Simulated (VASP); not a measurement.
# AlPd4 (P-43m) in VASP: single point with PBE

Aim: the single point of AlPd4 with PBE.

All numbers are computed with VASP 6.6.1; they aren't measurements. Logs are shortened: lines on timing, memory, paths and dates and some standing lists are left out, and cuts for length are marked.

**1. The cell of the first run**

Symmetry: P-43m, No. 215, cubic system. The conventional cell has a = 3.766 Å, b = 3.766 Å, c = 3.766 Å, α = 90.00°, β = 90.00°, γ = 90.00°. Within 2.8 Å of Al (site symmetry -43m) lie 4 Pd at 2.15 Å. Within 2.4 Å of Pd (site symmetry 3m) lie 3 Pd at 1.81 Å and 1 Al at 2.15 Å.

The cell was generated, and may not be a known phase.

**2. Single point, PBE**

INCAR reads:

```
SYSTEM = AlPd4
  ALGO = Normal
  EDIFF = 1E-6
  ENCUT = 630
  GGA = PE
  GGA_COMPAT = .FALSE.
  ISIF = 2
  ISMEAR = 0
  LASPH = .TRUE.
  LCHARG = .TRUE.
  LELF = .TRUE.
  LREAL = .FALSE.
  LVHAR = .TRUE.
  LWAVE = .FALSE.
  NBANDS = 46
  NELM = 120
  PREC = Accurate
  SIGMA = 0.1
```

KPOINTS reads:

```
k-points
0
G
  4 4 4
  0 0 0
```

POSCAR reads:

```
AlPd4
1.0
    3.7658499200      0.0000000000      0.0000000000
    0.0000000000      3.7658499200      0.0000000000
    0.0000000000      0.0000000000      3.7658499200
Al Pd
1 4
Direct
    0.0000000000      0.0000000000      0.0000000000
    0.6700297400      0.6700297400      0.6700297400
    0.3299702600      0.3299702600      0.6700297400
    0.3299702600      0.6700297400      0.3299702600
    0.6700297400      0.3299702600      0.3299702600
```

Potentials or basis: VASP PAW PBE potentials, release 64 (Al, Pd_sv_GW).

On the command line:

```
> cat potpaw_PBE.64/Al/POTCAR potpaw_PBE.64/Pd_sv_GW/POTCAR > POTCAR
> mpirun -np 1 vasp_std > vasp.out
```

OUTCAR:

```text
SYSTEM = AlPd4
   EDIFF = 1E-6
   ENCUT = 630
   GGA = PE
   ISIF = 2
   ISMEAR = 0
   LASPH = .TRUE.
   LREAL = .FALSE.
   NELM = 120
   PREC = Accurate

 ion  position               nearest neighbor table
   1  0.000  0.000  0.000-   2 2.15   3 2.15   4 2.15   5 2.15
   2  0.670  0.670  0.670-   3 1.81   4 1.81   5 1.81   1 2.15
   3  0.330  0.330  0.670-   2 1.81   4 1.81   5 1.81   1 2.15
   4  0.330  0.670  0.330-   2 1.81   3 1.81   5 1.81   1 2.15
   5  0.670  0.330  0.330-   2 1.81   3 1.81   4 1.81   1 2.15

  LATTYP: Found a simple cubic cell.
 ALAT       =     3.7658499200

  Lattice vectors:

 A1 = (   3.7658499200,   0.0000000000,   0.0000000000)
 A2 = (   0.0000000000,   3.7658499200,   0.0000000000)
 A3 = (   0.0000000000,   0.0000000000,   3.7658499200)

Analysis of symmetry for initial positions (statically):
=====================================================================
 Subroutine PRICEL returns:
 Original cell was already a primitive cell.

 Routine SETGRP: Setting up the symmetry group for a
 simple cubic supercell.

 Subroutine GETGRP returns: Found 24 space group operations
 (whereof 24 operations were pure point group operations)
 out of a pool of 48 trial point group operations.

The static configuration has the point symmetry T_d .

Analysis of symmetry for dynamics (positions and initial velocities):
=====================================================================
 Subroutine PRICEL returns:
 Original cell was already a primitive cell.

 Routine SETGRP: Setting up the symmetry group for a
 simple cubic supercell.

 Subroutine GETGRP returns: Found 24 space group operations
 (whereof 24 operations were pure point group operations)
 out of a pool of 48 trial point group operations.

The dynamic configuration has the point symmetry T_d .

 Subroutine INISYM returns: Found 24 space group operations
 (whereof 24 operations are pure point group operations),
 and found     1 'primitive' translations

----------------------------------------------------------------------------------------

                                     Primitive cell

  volume of cell :      53.4059

  direct lattice vectors                    reciprocal lattice vectors
     3.765849920  0.000000000  0.000000000     0.265544305  0.000000000  0.000000000
[... 77 lines left out ...]
   EDIFF  = 0.1E-05   stopping-criterion for ELM
   LREAL  =      F    real-space projection
   EDIFFG = 0.1E-04   stopping-criterion for IOM
   NSW    =      0    number of steps for IOM
   IBRION =     -1    ionic relax: 0-MD 1-quasi-New 2-CG
   NFREE  =      0    steps in history (QN), initial steepest desc. (CG)
   ISIF   =      2    stress and relaxation
   ISYM   =      2    0-nonsym 1-usesym 2-fastsym
   POTIM  = 0.5000    time-step for ionic-motion
   TEBEG  =    0.0;   TEEND  =   0.0 temperature during run
   PSTRESS=    0.0 pullay stress
   NELECT =      75.0000    total number of electrons
   NUPDOWN=      -1.0000    fix difference up-down
   EMIN   =  10.00;   EMAX   =-10.00  energy-range for DOS
   EFERMI =   0.00;   METHOD = LEGACY
   ISMEAR =     0;   SIGMA  =   0.10  broadening in eV -4-tet -1-fermi 0-gaus
   EFERMI_NEDOS =   21; number of points for ismear=-14 and -15
   IALGO  =     38    algorithm
   IMIX   =      4    mixing-type and parameters
     AMIX     =   0.40;   BMIX     =  1.00
     AMIX_MAG =   1.60;   BMIX_MAG =  1.00
  volume/ion in A,a.u.               =      10.68        72.08
  Fermi-wavevector in a.u.,A,eV,Ry     =   1.833295  3.464424 45.728757  3.360969
  Thomas-Fermi vector in A             =   2.887154
   LORBIT       =      0    0 simple, 1 ext, 2 COOP (PROOUT), +10 PAW based schemes
   GGA     = PE    functional components
   LHFCALC =     F    Hartree Fock is set to
   AEXX    =    0.0000 exact exchange contribution
   IVDW    =     0    specifies the selected vdW correction
   LEPSILON=     F    determine dielectric tensor
   LRPA    =     F    only Hartree local field effects (RPA)
 non-spin polarized calculation
 Gauss-broadening in eV      SIGMA  =   0.10
  energy-cutoff  :      630.00
  volume of cell :       53.41
 maximum number of plane-waves:      1936
 NGX is ok and might be reduce to    32
   NGX = 15   NGY = 15   NGZ = 15

 number of electron      74.9999979 magnetization

 Free energy of the ion-electron system (eV)
  ---------------------------------------------------
  ext. energy  EPLUGINS =         0.00000000
  ---------------------------------------------------
  free energy    TOTEN  =        30.81771599 eV

  energy without entropy =       30.86217114  energy(sigma->0) =       30.83994356

 E-fermi :  15.5518     XC(G=0): -14.6123

 val. band max:       15.5408798934   @ k =   0.5000   0.2500   0.2500
 cond. band min:      15.5804012725   @ k =   0.2500   0.2500   0.0000
 fundamental gap:      0.0395213791
 Fermi energy:        15.5518286250

 k-point     1 :       0.0000    0.0000    0.0000
  band No.  band energies     occupation
      1     -74.4186      2.00000
      2     -72.0842      2.00000
      3     -72.0842      2.00000
      4     -72.0842      2.00000
      5     -43.8742      2.00000
      6     -40.3981      2.00000
[... 479 lines left out ...]
     45      28.7618      0.00000
     46      28.7619      0.00000

------------------------ aborting loop because EDIFF is reached ----------------------------------------

  FORCE on cell =-STRESS in cart. coord.  units (eV):
  Direction    XX          YY          ZZ          XY          YZ          ZX
  --------------------------------------------------------------------------------------
  -------------------------------------------------------------------------------------
  Total      143.9331982    143.9331982    143.9331982      0.0000000     -0.0000000      0.0000000
  in kB     4317.9989605   4317.9989605   4317.9989605      0.0000000     -0.0000000      0.0000000
  external PRESSURE =    4317.9989605 kB  Pullay stress =       0.0000000 kB

 VOLUME and BASIS-vectors are now :
 -----------------------------------------------------------------------------
  energy-cutoff  :      630.00
  volume of cell :       53.41
      direct lattice vectors                 reciprocal lattice vectors
     3.765849920  0.000000000  0.000000000     0.265544305  0.000000000  0.000000000
     0.000000000  3.765849920  0.000000000     0.000000000  0.265544305  0.000000000
     0.000000000  0.000000000  3.765849920     0.000000000  0.000000000  0.265544305

 POSITION                                       TOTAL-FORCE (eV/Angst)
 -----------------------------------------------------------------------------------
      0.00000      0.00000      0.00000         0.000000     -0.000000     -0.000000
      2.52323      2.52323      2.52323        44.415456     44.415456     44.415456
      1.24262      1.24262      2.52323       -44.415456    -44.415456     44.415456
      1.24262      2.52323      1.24262       -44.415456     44.415456    -44.415456
      2.52323      1.24262      1.24262        44.415456    -44.415456    -44.415456
 -----------------------------------------------------------------------------------
    total drift:                               -0.000000     -0.000000      0.000000

  FREE ENERGIE OF THE ION-ELECTRON SYSTEM (eV)
  ---------------------------------------------------
  free  energy   TOTEN  =        30.8177159853 eV

  energy  without entropy=       30.8621711440  energy(sigma->0) =       30.83994356
```

OSZICAR:

```text
N       E                     dE             d eps       ncg     rms          rms(c)
DAV:   1     0.240603419348E+04    0.24060E+04   -0.45550E+04   944   0.258E+03
DAV:   2     0.265499314803E+03   -0.21405E+04   -0.20767E+04   920   0.119E+03
DAV:   3     0.419934443546E+02   -0.22351E+03   -0.21386E+03  1398   0.462E+02
DAV:   4     0.266219513716E+02   -0.15371E+02   -0.14776E+02  1424   0.146E+02
DAV:   5     0.260159712806E+02   -0.60598E+00   -0.60442E+00  1440   0.279E+01    0.192E+02
DAV:   6     0.303019645259E+02    0.42860E+01   -0.24640E+01  1584   0.572E+01    0.112E+02
DAV:   7     0.300609585167E+02   -0.24101E+00   -0.10018E+01  1664   0.555E+01    0.335E+01
DAV:   8     0.308127473596E+02    0.75179E+00   -0.21529E+00  1584   0.201E+01    0.208E+00
DAV:   9     0.308170877836E+02    0.43404E-02   -0.19687E-01  1720   0.546E+00    0.113E+00
DAV:  10     0.308175895036E+02    0.50172E-03   -0.23537E-02  1480   0.171E+00    0.426E-01
DAV:  11     0.308172165399E+02   -0.37296E-03   -0.19391E-03  1464   0.643E-01    0.501E-01
DAV:  12     0.308177123153E+02    0.49578E-03   -0.11839E-03  1728   0.561E-01    0.155E-01
DAV:  13     0.308177157569E+02    0.34417E-05   -0.26226E-04  1760   0.167E-01    0.333E-02
DAV:  14     0.308177167381E+02    0.98117E-06   -0.56399E-05  1680   0.157E-01    0.285E-02
DAV:  15     0.308177159853E+02   -0.75283E-06   -0.37131E-06   856   0.292E-02
   1 F= 0.30817716E+02 E0= 0.30839944E+02  d E =-.444552E-01
```

stdout:

```text
POSCAR found type information on POSCAR AlPd
 POSCAR found :  2 types and       5 ions
 scaLAPACK will be used
 LDA part: xc-table for (Slater+PW92), standard interpolation
 POSCAR, INCAR and KPOINTS ok, starting setup
 FFT: planning ... GRIDC
 FFT: planning ... GRID_SOFT
 FFT: planning ... GRID
 WAVECAR not read
 entering main loop
```

It took 58 s on 1 thread of Intel Xeon Platinum 8175M at 2.50GHz (Skylake/Cascade Lake), shared host; peak memory 0.19 GiB.

Results:

```
Free energy            : 30.8177 eV
Pressure               : 431.8 GPa
Largest force          : 76.930 eV/Å
Band gap on the k mesh : zero (an odd number of electrons rules out a gap without spin polarisation)
```

Forces in eV/Å, atoms in the order of the input:
```
Al    0.000   0.000   0.000
Pd   44.415  44.415  44.415
Pd  -44.415 -44.415  44.415
Pd  -44.415  44.415 -44.415
Pd   44.415 -44.415 -44.415
```

Caveat: the k points lie up to 0.42 Å⁻¹ apart, too coarse for converged energies and pressures of a metal; atoms lie so close that the PAW spheres overlap strongly, which falsifies energies and pressures; forces of over 1 eV/Å act on the atoms, so gaps and moduli don't describe the material at rest.

The gap in the log of VASP goes by the Fermi energy; the results here count the filled bands.